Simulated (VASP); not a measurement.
# Sn (C2/m) in VASP: single point with LDA

Aim: the single point of Sn with LDA.

All numbers are computed with VASP 6.6.1; they aren't measurements. Logs are shortened: lines on timing, memory, paths and dates and some standing lists are left out, and cuts for length are marked.

**1. The cell of the first run**

The structure is monoclinic, space group C2/m (No. 12). Conventional cell: a = 5.872 Å, b = 3.453 Å, c = 11.446 Å, α = 90.00°, β = 98.74°, γ = 90.00°. Sn (site symmetry m) has 12 Sn at 3.06 to 3.76 Å within 4.0 Å. Within 4.7 Å of Sn (site symmetry m) lie 14 Sn at 3.41 to 4.68 Å.

**2. Single point, LDA (the part above a cut slid along it)**

INCAR

```
SYSTEM = Sn
ALGO = Fast ; EDIFF = 1E-7
ENCUT = 520 ; GGA = CA
ISIF = 2 ; ISMEAR = 0
ISYM = 0 ; KPAR = 4
LASPH = .True. ; LCHARG = .False.
LREAL = .False. ; LWAVE = .False.
NBANDS = 36 ; NELM = 100
PREC = Accurate ; SIGMA = 0.15
```

KPOINTS

```
k-points
0
Gamma
  16 16 4
  0 0 0
```

POSCAR

```
Sn
1.0
   -1.7265390000      1.7755470000     -2.3383420000
   -1.7265390000     -1.7755470000      2.3383420000
   -1.7265390000     11.8369800000      3.1177893333
Sn
4
Direct
   -0.7291666667     -0.1458333333      0.8750000000
    0.1458333333      0.7291666667      0.1250000000
    0.1875000000      0.4375000000      0.3750000000
    0.2291666667      0.1458333333      0.6250000000
```

Potentials or basis: VASP PAW LDA potentials, release 64 (Sn_d).

On the command line:

```sh
$ cat potpaw_LDA.64/Sn_d/POTCAR > POTCAR
$ mpirun -np 4 vasp_std > vasp.out
```

OUTCAR:

```text
SYSTEM = Sn
   EDIFF = 1E-7
   ENCUT = 520
   GGA = CA
   ISIF = 2
   ISMEAR = 0
   ISYM = 0
   LASPH = .True.
   LREAL = .False.
   NELM = 100
   PREC = Accurate

 ion  position               nearest neighbor table
   1  0.271  0.854  0.875-   2 3.06   4 3.41   4 3.41   4 3.55   2 3.76   2 3.76
   2  0.146  0.729  0.125-   1 3.06   3 3.41   3 3.41   3 3.55   1 3.76   1 3.76
   3  0.188  0.438  0.375-   2 3.41   4 3.41   2 3.41   4 3.41   2 3.55   4 3.55
   4  0.229  0.146  0.625-   3 3.41   3 3.41   1 3.41   1 3.41   1 3.55   3 3.55

IMPORTANT INFORMATION: All symmetrisations will be switched off!
NOSYMM: (Re-)initialisation of all symmetry stuff for point group C_1.

----------------------------------------------------------------------------------------

                                     Primitive cell

  volume of cell :     114.6929

  direct lattice vectors                    reciprocal lattice vectors
    -1.726539000  1.775547000 -2.338342000    -0.289596702  0.011733473 -0.204917273
    -1.726539000 -1.775547000  2.338342000    -0.289596702 -0.082134313  0.151460593
    -1.726539000 11.836980000  3.117789333     0.000000000  0.070400840  0.053456680

  length of vectors
     3.406075069  3.406075069 12.361862431     0.354957762  0.336975676  0.088396238

  position of ions in fractional coordinates (direct lattice)
     0.270833333  0.854166667  0.875000000
     0.145833333  0.729166667  0.125000000
     0.187500000  0.437500000  0.375000000
     0.229166667  0.145833333  0.625000000

  ion indices of the primitive-cell ions
   primitive index   ion index
                 1           1
                 2           2
                 3           3
                 4           4

----------------------------------------------------------------------------------------

 KPOINTS: k-points

Automatic generation of k-mesh.
 Grid dimensions read from file:
 generate k-points for:   16   16    4

 Generating k-lattice:

  Cartesian coordinates                     Fractional coordinates (reciprocal lattice)
    -0.018099794  0.000733342 -0.012807330     0.062500000  0.000000000  0.000000000
    -0.018099794 -0.005133395  0.009466287     0.000000000  0.062500000  0.000000000
     0.000000000  0.017600210  0.013364170    -0.000000000  0.000000000  0.250000000

  Length of vectors
     0.022184860  0.021060980  0.022099059

  Shift w.r.t. Gamma in fractional coordinates (k-lattice)
     0.000000000  0.000000000  0.000000000

 -----------------------------------------------------------------------------
|                                                                             |
|           W    W    AA    RRRRR   N    N  II  N    N   GGGG   !!!           |
|           W    W   A  A   R    R  NN   N  II  NN   N  G    G  !!!           |
|           W    W  A    A  R    R  N N  N  II  N N  N  G       !!!           |
|           W WW W  AAAAAA  RRRRR   N  N N  II  N  N N  G  GGG   !            |
|           WW  WW  A    A  R   R   N   NN  II  N   NN  G    G                |
|           W    W  A    A  R    R  N    N  II  N    N   GGGG   !!!           |
|                                                                             |
|     Your reciprocal lattice and k-lattice belong to different lattice       |
|     classes:                                                                |
|                                                                             |
|        The reciprocal lattice is base-centered monoclinic,                  |
|        whereas your k-lattice is triclinic.                                 |
|                                                                             |
|     Results are often still useful ...                                      |
|                                                                             |
 -----------------------------------------------------------------------------

 WARNING: IBZKPT: internal override: KBLOWUP is changed to .FALSE.
      ... skipping the blow-up phase ...

 Subroutine IBZKPT returns following result:
 ===========================================

 Found    516 irreducible k-points:

 Following reciprocal coordinates:
            Coordinates               Weight
  0.000000  0.000000  0.000000      1.000000
  0.062500  0.000000  0.000000      2.000000
  0.125000  0.000000  0.000000      2.000000
  0.187500  0.000000  0.000000      2.000000
  0.250000  0.000000  0.000000      2.000000
  0.312500  0.000000  0.000000      2.000000
[... 16 lines left out ...]
 -0.187500  0.062500 -0.000000      2.000000
 -0.125000  0.062500 -0.000000      2.000000
 [... further k-points ...]
   k-points           NKPTS =    516   k-points in BZ     NKDIM =    516   number of bands    NBANDS=     36
   number of dos      NEDOS =    301   number of ions     NIONS =      4
   total plane-waves  NPLWV =  75264
   dimension x,y,z NGX =    28 NGY =   28 NGZ =   96
   dimension x,y,z NGXF=    56 NGYF=   56 NGZF=  192
   ions per type =               4
   NGX,Y,Z   is equivalent  to a cutoff of  13.67, 13.67, 12.91 a.u.
   NGXF,Y,Z  is equivalent  to a cutoff of  27.33, 27.33, 25.82 a.u.
 SYSTEM =  Sn
   PREC   = accura    normal or accurate (medium, high low for compatibility)
   ISTART =      0    job   : 0-new  1-cont  2-samecut
   ICHARG =      2    charge: 1-file 2-atom 10-const
   ISPIN  =      1    spin polarized calculation?
   LNONCOLLINEAR =      F non collinear calculations
   LSORBIT =      F    spin-orbit coupling
   LASPH  =      T    aspherical Exc in radial PAW
   ENCUT  =  520.0 eV  38.22 Ry    6.18 a.u.   6.33  6.33 22.98*2*pi/ulx,y,z
   NELM   =    100;   NELMIN=  2; NELMDL= -5     # of ELM steps
   EDIFF  = 0.1E-06   stopping-criterion for ELM
   LREAL  =      F    real-space projection
   EDIFFG = 0.1E-05   stopping-criterion for IOM
   NSW    =      0    number of steps for IOM
   IBRION =     -1    ionic relax: 0-MD 1-quasi-New 2-CG
   NFREE  =      0    steps in history (QN), initial steepest desc. (CG)
   ISIF   =      2    stress and relaxation
   ISYM   =      0    0-nonsym 1-usesym 2-fastsym
   POTIM  = 0.5000    time-step for ionic-motion
   TEBEG  =    0.0;   TEEND  =   0.0 temperature during run
   PSTRESS=    0.0 pullay stress
   NELECT =      56.0000    total number of electrons
   NUPDOWN=      -1.0000    fix difference up-down
   EMIN   =  10.00;   EMAX   =-10.00  energy-range for DOS
   EFERMI =   0.00;   METHOD = LEGACY
   ISMEAR =     0;   SIGMA  =   0.15  broadening in eV -4-tet -1-fermi 0-gaus
   EFERMI_NEDOS =   21; number of points for ismear=-14 and -15
   IALGO  =     68    algorithm
   IMIX   =      4    mixing-type and parameters
     AMIX     =   0.40;   BMIX     =  1.00
     AMIX_MAG =   1.60;   BMIX_MAG =  1.00
  volume/ion in A,a.u.               =      28.67       193.50
  Fermi-wavevector in a.u.,A,eV,Ry     =   1.289116  2.436076 22.610433  1.661820
  Thomas-Fermi vector in A             =   2.421028
   LORBIT       =      0    0 simple, 1 ext, 2 COOP (PROOUT), +10 PAW based schemes
   GGA     = CA    functional components
   LHFCALC =     F    Hartree Fock is set to
   AEXX    =    0.0000 exact exchange contribution
   IVDW    =     0    specifies the selected vdW correction
   LEPSILON=     F    determine dielectric tensor
   LRPA    =     F    only Hartree local field effects (RPA)
 non-spin polarized calculation
 RMM-DIIS sequential band-by-band and
 Gauss-broadening in eV      SIGMA  =   0.15
  energy-cutoff  :      520.00
  volume of cell :      114.69
 maximum number of plane-waves:      3119
 NGX is ok and might be reduce to    28
   NGX = 13   NGY = 13   NGZ = 45

 number of electron      56.0000001 magnetization

 Free energy of the ion-electron system (eV)
  ---------------------------------------------------
  ext. energy  EPLUGINS =         0.00000000
  ---------------------------------------------------
  free energy    TOTEN  =       -17.56288767 eV

  energy without entropy =      -17.53465832  energy(sigma->0) =      -17.54877299

 E-fermi :   7.2164     XC(G=0): -10.3472

 val. band max:        7.2143761005   @ k =  -0.2500   0.3125  -0.0000
 cond. band min:       7.2165505449   @ k =   0.3125  -0.2500   0.2500
 fundamental gap:      0.0021744445
 Fermi energy:         7.2163695532

 k-point     1 :       0.0000    0.0000    0.0000
  band No.  band energies     occupation
      1     -14.2627      2.00000
      2     -14.2262      2.00000
      3     -14.2187      2.00000
      4     -14.2167      2.00000
      5     -14.2145      2.00000
      6     -14.2072      2.00000
[... 28 lines left out ...]
     35      14.2946      0.00000
     36      14.4003      0.00000

 k-point     2 :       0.0625    0.0000    0.0000
  band No.  band energies     occupation
      1     -14.2611      2.00000
      2     -14.2271      2.00000
      3     -14.2184      2.00000
      4     -14.2156      2.00000
      5     -14.2126      2.00000
      6     -14.2042      2.00000
[... 28 lines left out ...]
     35      14.1173      0.00000
     36      14.4089      0.00000

 k-point     3 :       0.1250    0.0000    0.0000
  band No.  band energies     occupation
      1     -14.2574      2.00000
      2     -14.2324      2.00000
      3     -14.2187      2.00000
      4     -14.2130      2.00000
      5     -14.2084      2.00000
      6     -14.2039      2.00000
[... 28 lines left out ...]
     35      13.9139      0.00000
     36      14.1144      0.00000
[... 742 lines left out ...]
 k-point    23 :      -0.1875    0.0625   -0.0000
  band No.  band energies     occupation
      1     -14.2571      2.00000
      2     -14.2331      2.00000
      3     -14.2174      2.00000
      4     -14.2083      2.00000
      5     -14.2038      2.00000
      6     -14.2013      2.00000
[... 28 lines left out ...]
     35      13.3424      0.00000
     36      13.7893      0.00000

 k-point    24 :      -0.1250    0.0625   -0.0000
  band No.  band energies     occupation
      1     -14.2603      2.00000
      2     -14.2274      2.00000
      3     -14.2149      2.00000
      4     -14.2100      2.00000
      5     -14.2057      2.00000
      6     -14.1998      2.00000
[... 28 lines left out ...]
     35      13.9442      0.00000
     36      13.9939      0.00000

 [... further k-points ...]

------------------------ aborting loop because EDIFF is reached ----------------------------------------

  FORCE on cell =-STRESS in cart. coord.  units (eV):
  Direction    XX          YY          ZZ          XY          YZ          ZX
  --------------------------------------------------------------------------------------
  -------------------------------------------------------------------------------------
  Total       -3.6570750     -2.8464245     -3.4478845     -0.0052075      0.1012751      0.0156970
  in kB      -51.0867025    -39.7624987    -48.1644619     -0.0727447      1.4147396      0.2192763
  external PRESSURE =     -46.3378877 kB  Pullay stress =       0.0000000 kB

 VOLUME and BASIS-vectors are now :
 -----------------------------------------------------------------------------
  energy-cutoff  :      520.00
  volume of cell :      114.69
      direct lattice vectors                 reciprocal lattice vectors
    -1.726539000  1.775547000 -2.338342000    -0.289596702  0.011733473 -0.204917273
    -1.726539000 -1.775547000  2.338342000    -0.289596702 -0.082134313  0.151460593
    -1.726539000 11.836980000  3.117789333     0.000000000  0.070400840  0.053456680

 POSITION                                       TOTAL-FORCE (eV/Angst)
 -----------------------------------------------------------------------------------
     -3.45308      9.32162      4.09210        -0.001951     -0.242934     -0.080018
     -1.72654      0.44389      1.75376         0.001939      0.242829      0.079936
     -1.72654      3.99498      1.75376         0.001786     -0.003541     -0.017976
     -1.72654      7.54607      1.75376        -0.001773      0.003646      0.018058
 -----------------------------------------------------------------------------------
    total drift:                               -0.000010     -0.000069     -0.000055

  FREE ENERGIE OF THE ION-ELECTRON SYSTEM (eV)
  ---------------------------------------------------
  free  energy   TOTEN  =       -17.5628876659 eV

  energy  without entropy=      -17.5346583223  energy(sigma->0) =      -17.54877299
```

Wall time 7.1 min (4 MPI ranks of Oxide Virtual Turin-like, shared host); peak memory 1.3 GiB.

Results:

| Item | Value |
| --- | --- |
| Free energy | -17.5629 eV |
| Pressure | -4.6 GPa |
| Largest force | 0.256 eV/Å |
| Band gap on the k mesh | zero (bands 28 and 29 overlap by 7.31 eV) |

Forces on the atoms (eV/Å):
```
Sn  -0.002 -0.243 -0.080
Sn   0.002  0.243  0.080
Sn   0.002 -0.004 -0.018
Sn  -0.002  0.004  0.018
```

Stress tensor (GPa, compression positive):
```
-5.11 -0.01  0.02
-0.01 -3.98  0.14
 0.02  0.14 -4.82
```

Levels at points of the mesh, in eV from the Fermi level:
```csv
k point,band 24,band 25,band 26,band 27,band 28,band 29,band 30,band 31,band 32,band 33
"(0.00, 0.00, 0.00)",-6.87,-4.37,0.73,0.79,5.39,5.61,5.83,6.28,6.29,6.66
"(0.50, 0.00, 0.00)",-5.04,-4.26,-3.41,-2.53,-2.42,0.66,1.21,1.78,2.38,3.09
"(0.00, 0.50, 0.00)",-5.57,-3.82,-3.77,-2.36,-2.16,0.07,0.70,2.45,2.83,3.29
"(0.50, 0.50, 0.00)",-5.23,-3.76,-3.54,-2.59,-2.11,0.02,1.55,2.15,2.18,2.89
"(0.00, 0.00, 0.50)",-8.11,-2.51,-2.47,4.42,4.49,5.25,5.91,5.97,6.03,6.29
"(0.50, 0.00, 0.50)",-5.57,-3.81,-3.77,-2.36,-2.16,0.07,0.70,2.45,2.83,3.29
"(0.00, 0.50, 0.50)",-5.04,-4.26,-3.41,-2.53,-2.42,0.66,1.21,1.78,2.38,3.09
"(0.50, 0.50, 0.50)",-5.13,-4.16,-3.50,-2.33,-2.14,0.30,1.00,1.84,2.72,3.08
```

Caveat: the cell differs from its parent crystal (the part above a cut slid along it); the cell stands under tension; spin-orbit coupling is left out, which moves the levels of the heavy elements.
